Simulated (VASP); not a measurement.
Here is a VASP 6.6.1 calculation.

Contents of INCAR:

```
ALGO = Normal ; EDIFF = 1E-6
ENCUT = 600 ; GGA = CA
GGA_COMPAT = F ; ISIF = 2
ISMEAR = 0 ; LASPH = T
LCHARG = F ; LREAL = F
LWAVE = F ; NBANDS = 16
NELM = 120 ; PREC = Accurate
SIGMA = 0.05
```

The input KPOINTS:

```
k-points
0
Gamma
  8 8 8
```

The input POSCAR:

```
CdO
1.0
    0.0000000000      2.3322927617      2.3322927617
    2.3322927617      0.0000000000      2.3322927617
    2.3322927617      2.3322927617      0.0000000000
Cd O
1 1
Direct
    0.0000000000      0.0000000000      0.0000000000
    0.5000000000      0.5000000000      0.5000000000
```

Potentials or basis: VASP PAW LDA potentials, release 64 (Cd, O).

Run with:

```sh
$ cat potpaw_LDA.64/Cd/POTCAR potpaw_LDA.64/O/POTCAR > POTCAR
$ mpirun -np 1 vasp_std > vasp.out
```

(1) What does it give for the pressure?

(2) Predict the band gap on the k mesh.

## Answers

(1) -1.3 GPa.

(2) zero (band 9 reaches 2.00 eV, above the bottom of band 10 at 1.54 eV).
